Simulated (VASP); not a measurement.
# RbBr in VASP: further runs

The runs below take RbBr through single point, with PBE, r2SCAN.

Everything below comes from runs of VASP 6.6.1. Logs are shortened: lines on timing, memory, paths and dates and some standing lists are left out, and cuts for length are marked.

## (1) The cell of the first run

The structure is cubic, space group F-43m (No. 216). Conventional cell: a = 7.984 Å, b = 7.984 Å, c = 7.984 Å, α = 90.00°, β = 90.00°, γ = 90.00°. Within 4.5 Å of Rb (site symmetry -43m) lie 4 Br at 3.46 Å. Br (site symmetry -43m) has 4 Rb at 3.46 Å within 4.5 Å.

## (2) Single point, PBE (strain +3.2%)

The input, INCAR:

```
SYSTEM = RbBr
ALGO = Normal
EDIFF = 1E-7
ENCUT = 520
GGA = PE
ISIF = 2
ISMEAR = -1
LASPH = .True.
LCHARG = .False.
LREAL = .False.
LWAVE = .False.
NBANDS = 15
NELM = 100
PREC = Accurate
SIGMA = 0.02
```

The input, KPOINTS:

```
k-points
0
Gamma
  6 6 6
  0 0 0
```

The input, POSCAR:

```
RbBr
1.0
    0.0000000000      3.9917729655      3.9917729655
    3.9917729655      0.0000000000      3.9917729655
    3.9917729655      3.9917729655      0.0000000000
Rb Br
1 1
Direct
    0.0000000000      0.0000000000      0.0000000000
    0.2500000000      0.2500000000      0.2500000000
```

Potentials or basis: VASP PAW PBE potentials, release 64 (Rb_sv, Br).

Launch:

```bash
$ cat potpaw_PBE.64/Rb_sv/POTCAR potpaw_PBE.64/Br/POTCAR > POTCAR
$ mpirun -np 1 vasp_std > vasp.out
```

OUTCAR:

```text
SYSTEM = RbBr
   EDIFF = 1E-7
   ENCUT = 520
   GGA = PE
   ISIF = 2
   ISMEAR = -1
   LASPH = .True.
   LREAL = .False.
   NELM = 100
   PREC = Accurate

 ion  position               nearest neighbor table
   1  0.000  0.000  0.000-   2 3.46   2 3.46   2 3.46   2 3.46
   2  0.250  0.250  0.250-   1 3.46   1 3.46   1 3.46   1 3.46

  LATTYP: Found a face centered cubic cell.
 ALAT       =     7.9835459310

  Lattice vectors:

 A1 = (   0.0000000000,   3.9917729655,   3.9917729655)
 A2 = (   3.9917729655,   0.0000000000,   3.9917729655)
 A3 = (   3.9917729655,   3.9917729655,   0.0000000000)

Analysis of symmetry for initial positions (statically):
=====================================================================
 Subroutine PRICEL returns:
 Original cell was already a primitive cell.

 Routine SETGRP: Setting up the symmetry group for a
 face centered cubic supercell.

 Subroutine GETGRP returns: Found 24 space group operations
 (whereof 24 operations were pure point group operations)
 out of a pool of 48 trial point group operations.

The static configuration has the point symmetry T_d .

Analysis of symmetry for dynamics (positions and initial velocities):
=====================================================================
 Subroutine PRICEL returns:
 Original cell was already a primitive cell.

 Routine SETGRP: Setting up the symmetry group for a
 face centered cubic supercell.

 Subroutine GETGRP returns: Found 24 space group operations
 (whereof 24 operations were pure point group operations)
 out of a pool of 48 trial point group operations.

The dynamic configuration has the point symmetry T_d .

 Subroutine INISYM returns: Found 24 space group operations
 (whereof 24 operations are pure point group operations),
 and found     1 'primitive' translations

----------------------------------------------------------------------------------------

                                     Primitive cell

  volume of cell :     127.2118

  direct lattice vectors                    reciprocal lattice vectors
     0.000000000  3.991772966  3.991772966    -0.125257625  0.125257625  0.125257625
     3.991772966  0.000000000  3.991772966     0.125257625 -0.125257625  0.125257625
     3.991772966  3.991772966  0.000000000     0.125257625  0.125257625 -0.125257625

  length of vectors
     5.645219466  5.645219466  5.645219466     0.216952570  0.216952570  0.216952570

  position of ions in fractional coordinates (direct lattice)
     0.000000000  0.000000000  0.000000000
     0.250000000  0.250000000  0.250000000

  ion indices of the primitive-cell ions
   primitive index   ion index
                 1           1
                 2           2

----------------------------------------------------------------------------------------

 KPOINTS: k-points

Automatic generation of k-mesh.
 Grid dimensions read from file:
 generate k-points for:    6    6    6

 Generating k-lattice:

  Cartesian coordinates                     Fractional coordinates (reciprocal lattice)
    -0.020876271  0.020876271  0.020876271     0.166666667  0.000000000  0.000000000
     0.020876271 -0.020876271  0.020876271     0.000000000  0.166666667  0.000000000
     0.020876271  0.020876271 -0.020876271     0.000000000  0.000000000  0.166666667

  Length of vectors
     0.036158762  0.036158762  0.036158762

  Shift w.r.t. Gamma in fractional coordinates (k-lattice)
     0.000000000  0.000000000  0.000000000

 Subroutine IBZKPT returns following result:
 ===========================================

 Found     16 irreducible k-points:

 Following reciprocal coordinates:
            Coordinates               Weight
  0.000000  0.000000  0.000000      1.000000
  0.166667  0.000000  0.000000      8.000000
  0.333333  0.000000  0.000000      8.000000
  0.500000  0.000000  0.000000      4.000000
  0.166667  0.166667  0.000000      6.000000
  0.333333  0.166667  0.000000     24.000000
[... 8 lines left out ...]
 -0.333333  0.333333  0.166667     24.000000
 -0.333333  0.500000  0.166667     12.000000
   k-points           NKPTS =     16   k-points in BZ     NKDIM =     16   number of bands    NBANDS=     15
   number of dos      NEDOS =    301   number of ions     NIONS =      2
   total plane-waves  NPLWV =  74088
   dimension x,y,z NGX =    42 NGY =   42 NGZ =   42
   dimension x,y,z NGXF=    84 NGYF=   84 NGZF=   84
   ions per type =               1   1
   NGX,Y,Z   is equivalent  to a cutoff of  12.37, 12.37, 12.37 a.u.
   NGXF,Y,Z  is equivalent  to a cutoff of  24.74, 24.74, 24.74 a.u.
 SYSTEM =  RbBr
   PREC   = accura    normal or accurate (medium, high low for compatibility)
   ISTART =      0    job   : 0-new  1-cont  2-samecut
   ICHARG =      2    charge: 1-file 2-atom 10-const
   ISPIN  =      1    spin polarized calculation?
   LNONCOLLINEAR =      F non collinear calculations
   LSORBIT =      F    spin-orbit coupling
   LASPH  =      T    aspherical Exc in radial PAW
   ENCUT  =  520.0 eV  38.22 Ry    6.18 a.u.  10.50 10.50 10.50*2*pi/ulx,y,z
   NELM   =    100;   NELMIN=  2; NELMDL= -5     # of ELM steps
   EDIFF  = 0.1E-06   stopping-criterion for ELM
   LREAL  =      F    real-space projection
   EDIFFG = 0.1E-05   stopping-criterion for IOM
   NSW    =      0    number of steps for IOM
   IBRION =     -1    ionic relax: 0-MD 1-quasi-New 2-CG
   NFREE  =      0    steps in history (QN), initial steepest desc. (CG)
   ISIF   =      2    stress and relaxation
   ISYM   =      2    0-nonsym 1-usesym 2-fastsym
   POTIM  = 0.5000    time-step for ionic-motion
   TEBEG  =    0.0;   TEEND  =   0.0 temperature during run
   PSTRESS=    0.0 pullay stress
   NELECT =      16.0000    total number of electrons
   NUPDOWN=      -1.0000    fix difference up-down
   EMIN   =  10.00;   EMAX   =-10.00  energy-range for DOS
   EFERMI =   0.00;   METHOD = LEGACY
   ISMEAR =    -1;   SIGMA  =   0.02  broadening in eV -4-tet -1-fermi 0-gaus
   EFERMI_NEDOS =   21; number of points for ismear=-14 and -15
   IALGO  =     38    algorithm
   IMIX   =      4    mixing-type and parameters
     AMIX     =   0.40;   BMIX     =  1.00
     AMIX_MAG =   1.60;   BMIX_MAG =  1.00
  volume/ion in A,a.u.               =      63.61       429.23
  Fermi-wavevector in a.u.,A,eV,Ry     =   0.820236  1.550022  9.153831  0.672788
  Thomas-Fermi vector in A             =   1.931183
   LORBIT       =      0    0 simple, 1 ext, 2 COOP (PROOUT), +10 PAW based schemes
   GGA     = PE    functional components
   LHFCALC =     F    Hartree Fock is set to
   AEXX    =    0.0000 exact exchange contribution
   IVDW    =     0    specifies the selected vdW correction
   LEPSILON=     F    determine dielectric tensor
   LRPA    =     F    only Hartree local field effects (RPA)
 non-spin polarized calculation
  energy-cutoff  :      520.00
  volume of cell :      127.21
 maximum number of plane-waves:      3479
 NGX is ok and might be reduce to    42
   NGX = 21   NGY = 21   NGZ = 21

 number of electron      16.0000000 magnetization

 Free energy of the ion-electron system (eV)
  ---------------------------------------------------
  ext. energy  EPLUGINS =         0.00000000
  ---------------------------------------------------
  free energy    TOTEN  =        -5.91528934 eV

  energy without entropy =       -5.91528934  energy(sigma->0) =       -5.91528934

 E-fermi :  -2.7355     XC(G=0):  -5.4470

 val. band max:       -3.2711415594   @ k =   0.5000   0.5000   0.0000
 cond. band min:       0.6718275303   @ k =   0.0000   0.0000   0.0000
 fundamental gap:      3.9429690897
 Fermi energy:        -2.7354562430

 k-point     1 :       0.0000    0.0000    0.0000
  band No.  band energies     occupation
      1     -28.0962      2.00000
      2     -15.1011      2.00000
      3     -12.1870      2.00000
      4     -12.1870      2.00000
      5     -12.1870      2.00000
      6      -3.3234      2.00000
      7      -3.3234      2.00000
      8      -3.3234      2.00000
      9       0.6718      0.00000
     10       4.7273      0.00000
     11       4.7273      0.00000
     12       5.5607      0.00000
     13       5.5607      0.00000
     14       5.5607      0.00000
     15       6.4185      0.00000

 k-point     2 :       0.1667    0.0000    0.0000
  band No.  band energies     occupation
      1     -28.0959      2.00000
      2     -15.1086      2.00000
      3     -12.1890      2.00000
      4     -12.1890      2.00000
      5     -12.1785      2.00000
      6      -3.3865      2.00000
      7      -3.3155      2.00000
      8      -3.3155      2.00000
      9       1.0285      0.00000
     10       4.4915      0.00000
     11       4.4915      0.00000
     12       5.1725      0.00000
     13       5.6958      0.00000
     14       5.9421      0.00000
     15       5.9421      0.00000

 k-point     3 :       0.3333    0.0000    0.0000
  band No.  band energies     occupation
      1     -28.0953      2.00000
      2     -15.1233      2.00000
      3     -12.1929      2.00000
      4     -12.1929      2.00000
      5     -12.1620      2.00000
      6      -3.4846      2.00000
      7      -3.3004      2.00000
      8      -3.3004      2.00000
      9       1.8726      0.00000
     10       3.9854      0.00000
     11       4.3497      0.00000
     12       4.3497      0.00000
     13       5.5634      0.00000
     14       5.8410      0.00000
     15       5.8410      0.00000

 k-point     4 :       0.5000    0.0000    0.0000
  band No.  band energies     occupation
      1     -28.0950      2.00000
      2     -15.1306      2.00000
      3     -12.1949      2.00000
      4     -12.1949      2.00000
      5     -12.1541      2.00000
      6      -3.5223      2.00000
      7      -3.2931      2.00000
      8      -3.2931      2.00000
      9       2.7232      0.00000
     10       3.0118      0.00000
     11       4.3596      0.00000
     12       4.3596      0.00000
     13       5.6621      0.00000
     14       5.6621      0.00000
     15       5.9800      0.00000
[... 163 lines left out ...]
 k-point    14 :       0.5000    0.3333    0.1667
  band No.  band energies     occupation
      1     -28.0949      2.00000
      2     -15.1329      2.00000
      3     -12.2084      2.00000
      4     -12.1993      2.00000
      5     -12.1345      2.00000
      6      -3.4989      2.00000
      7      -3.3346      2.00000
      8      -3.2850      2.00000
      9       2.4373      0.00000
     10       3.4026      0.00000
     11       4.1045      0.00000
     12       4.7606      0.00000
     13       5.7387      0.00000
     14       5.8884      0.00000
     15       6.1881      0.00000

 k-point    15 :      -0.3333    0.3333    0.1667
  band No.  band energies     occupation
      1     -28.0947      2.00000
      2     -15.1377      2.00000
      3     -12.2133      2.00000
      4     -12.2020      2.00000
      5     -12.1244      2.00000
      6      -3.4789      2.00000
      7      -3.3740      2.00000
      8      -3.2786      2.00000
      9       2.7541      0.00000
     10       3.3137      0.00000
     11       4.0531      0.00000
     12       4.7351      0.00000
     13       5.5395      0.00000
     14       5.7771      0.00000
     15       6.3378      0.00000

 k-point    16 :      -0.3333    0.5000    0.1667
  band No.  band energies     occupation
      1     -28.0946      2.00000
      2     -15.1400      2.00000
      3     -12.2120      2.00000
      4     -12.2062      2.00000
      5     -12.1199      2.00000
      6      -3.5206      2.00000
      7      -3.3426      2.00000
      8      -3.2724      2.00000
      9       2.6553      0.00000
     10       3.3297      0.00000
     11       4.5673      0.00000
     12       4.9276      0.00000
     13       5.3038      0.00000
     14       5.4648      0.00000
     15       6.2841      0.00000

------------------------ aborting loop because EDIFF is reached ----------------------------------------

  FORCE on cell =-STRESS in cart. coord.  units (eV):
  Direction    XX          YY          ZZ          XY          YZ          ZX
  --------------------------------------------------------------------------------------
  -------------------------------------------------------------------------------------
  Total       -0.3800224     -0.3800224     -0.3800224      0.0000000      0.0000000      0.0000000
  in kB       -4.7862162     -4.7862162     -4.7862162      0.0000000      0.0000000      0.0000000
  external PRESSURE =      -4.7862162 kB  Pullay stress =       0.0000000 kB

 VOLUME and BASIS-vectors are now :
 -----------------------------------------------------------------------------
  energy-cutoff  :      520.00
  volume of cell :      127.21
      direct lattice vectors                 reciprocal lattice vectors
     0.000000000  3.991772966  3.991772966    -0.125257625  0.125257625  0.125257625
     3.991772966  0.000000000  3.991772966     0.125257625 -0.125257625  0.125257625
     3.991772966  3.991772966  0.000000000     0.125257625  0.125257625 -0.125257625

 POSITION                                       TOTAL-FORCE (eV/Angst)
 -----------------------------------------------------------------------------------
      0.00000      0.00000      0.00000        -0.000000     -0.000000     -0.000000
      1.99589      1.99589      1.99589         0.000000      0.000000      0.000000
 -----------------------------------------------------------------------------------
    total drift:                                0.000000      0.000000      0.000000

  FREE ENERGIE OF THE ION-ELECTRON SYSTEM (eV)
  ---------------------------------------------------
  free  energy   TOTEN  =        -5.9152893382 eV

  energy  without entropy=       -5.9152893382  energy(sigma->0) =       -5.91528934
```

Wall time 31 s (1 thread of Intel Xeon Platinum 8259CL at 2.50GHz (Skylake/Cascade Lake), shared host); peak memory 0.26 GiB.

What came out:

| Quantity | Value |
| --- | --- |
| Free energy | -5.9153 eV |
| Pressure | -0.5 GPa |
| Band gap on the k mesh | 3.94 eV (least direct gap 4.00 eV) |

Caveat: the cell differs from its parent crystal (strain +3.2%); the structure was generated, so it needn't be the stable form of RbBr.

## (3) Single point, r2SCAN (strain +3.2%)

POSCAR is that of step 2.

The input, INCAR.step1:

```
SYSTEM = RbBr
PREC = Accurate
ENCUT = 520
ISMEAR = 0
SIGMA = 0.01
LREAL = .False.
LASPH = .True.
NELM = 100
NBANDS = 15
GGA = PE
ALGO = Normal
EDIFF = 1E-4
LWAVE = .True.
LCHARG = .False.
```

The input, INCAR.step2:

```
SYSTEM = RbBr
PREC = Accurate
ENCUT = 520
EDIFF = 1E-6
ISMEAR = 0
SIGMA = 0.01
LREAL = .False.
LASPH = .True.
NELM = 100
ALGO = Normal
ISIF = 2
LWAVE = .False.
LCHARG = .True.
METAGGA = R2SCAN
LMIXTAU = .True.
LELF = .True.
LVHAR = .True.
NBANDS = 15
ISTART = 1
```

The input, KPOINTS:

```
Automatic mesh
0
Gamma
  6 6 6
  0 0 0
```

Potentials or basis: VASP PAW PBE potentials, release 64 (Rb_sv, Br).

Launch:

```bash
$ cat potpaw_PBE.64/Rb_sv/POTCAR potpaw_PBE.64/Br/POTCAR > POTCAR
$ cp INCAR.step1 INCAR
$ mpirun -np 1 vasp_std > vasp.out
$ cp INCAR.step2 INCAR
$ mpirun -np 1 vasp_std > vasp.out
```

It took 1.8 min on 1 thread of Intel Xeon Platinum 8259CL at 2.50GHz (Skylake/Cascade Lake), shared host; peak memory 0.29 GiB.

Results (log left out):

| Property | Result |
| --- | --- |
| Free energy | -30.8548 eV |
| Pressure | -0.6 GPa |
| Band gap on the k mesh | 4.55 eV (least direct gap 4.60 eV) |

Levels at points of the mesh, in eV from the valence-band top:
```tsv
k point	band 4	band 5	band 6	band 7	band 8	band 9	band 10	band 11	band 12	band 13
(0.00, 0.00, 0.00)	-9.15	-9.15	-0.05	-0.05	-0.05	4.55	8.74	8.74	9.57	9.57
(0.50, 0.00, 0.00)	-9.16	-9.12	-0.23	-0.02	-0.02	6.70	6.79	8.32	8.32	9.75
(0.50, 0.50, 0.00)	-9.17	-9.09	-0.30	0.00	0.00	6.33	7.18	8.85	9.32	9.55
```

Caveat: the cell differs from its parent crystal (strain +3.2%); the structure was generated, so it needn't be the stable form of RbBr; the PAW data sets were made with another functional, which shifts forces and pressure a little. A k mesh can miss the band edges.

## (4) Single point, PBE (strain along [111] +3.3%)

The input, INCAR:

```
SYSTEM = RbBr
  PREC = Accurate
  ENCUT = 520
  EDIFF = 1E-6
  ISMEAR = -1
  SIGMA = 0.02
  LREAL = .FALSE.
  LASPH = .TRUE.
  NELM = 60
  ALGO = Normal
  ISIF = 2
  LWAVE = .FALSE.
  LCHARG = .FALSE.
  GGA = PE
  NBANDS = 15
```

The input, KPOINTS:

```
Automatic mesh
0
G
  6 6 6
  0 0 0
```

The input, POSCAR:

```
RbBr
1.0
    0.0843550316      3.9538518963      3.9538518963
    3.9538518963      0.0843550316      3.9538518963
    3.9538518963      3.9538518963      0.0843550316
Rb Br
1 1
Direct
    0.0023747753      0.0023747753      0.0023747753
    0.2476252247      0.2476252247      0.2476252247
```

Launch:

```bash
$ cat potpaw_PBE.64/Rb_sv/POTCAR potpaw_PBE.64/Br/POTCAR > POTCAR
$ mpirun -np 1 vasp_std > vasp.out
```

Wall time 42 s (1 thread of Intel Xeon Platinum 8259CL at 2.50GHz (Skylake/Cascade Lake), shared host); peak memory 0.27 GiB.

It converged, with:

| Item | Value |
| --- | --- |
| Free energy | -5.9277 eV |
| Pressure | -0.1 GPa |
| Largest force | 0.004 eV/Å |
| Band gap on the k mesh | 4.02 eV (least direct gap 4.09 eV) |

Forces on the atoms (eV/Å):
```
Rb  -0.003 -0.003 -0.003
Br   0.003  0.003  0.003
```

Levels at points of the mesh, in eV from the valence-band top:
| k point | band 5 | band 6 | band 7 | band 8 | band 9 | band 10 | band 11 | band 12 |
| --- | --- | --- | --- | --- | --- | --- | --- | --- |
| (0.00, 0.00, 0.00) | -8.78 | -0.11 | -0.07 | -0.07 | 4.02 | 8.09 | 8.09 | 8.99 |
| (0.50, 0.00, 0.00) | -8.75 | -0.29 | -0.06 | -0.04 | 6.17 | 6.43 | 7.59 | 7.87 |
| (0.50, 0.50, 0.00) | -8.71 | -0.37 | -0.02 | 0.00 | 5.88 | 6.68 | 8.22 | 8.74 |
| (0.50, 0.50, 0.50) | -8.73 | -0.31 | -0.03 | -0.03 | 6.14 | 6.32 | 7.75 | 7.75 |

Caveat: the cell differs from its parent crystal (strain along [111] +3.3%); the structure was generated, so it needn't be the stable form of RbBr.

## (5) The runs side by side

| level | cell | smearing | gap on the mesh (eV) | pressure (GPa) |
| --- | --- | --- | --- | --- |
| PBE | a = 5.645 Å, angles 60.0°, 2 atoms, strain +3.2% | fermi-dirac 0.02 eV | 3.94 | -0.5 |
| r2SCAN | a = 5.645 Å, angles 60.0°, 2 atoms, strain +3.2% | gaussian 0.01 eV | 4.55 | -0.6 |
| PBE | a = 5.592 Å, angles 58.6°, 2 atoms, strain along [111] +3.3% | fermi-dirac 0.02 eV | 4.02 | -0.1 |

Alike in all rows: task single point; potentials or basis VASP PAW PBE potentials, release 64 (Rb_sv, Br); no spin polarisation; k mesh 6 × 6 × 6; cutoff (eV) 520.

Caveats: the structure was generated, so it needn't be the stable form of RbBr; the PAW data sets were made with another functional, which shifts forces and pressure a little (at least some runs).

Total energies depend on the potentials used, so only differences within one code and one set of settings carry meaning.
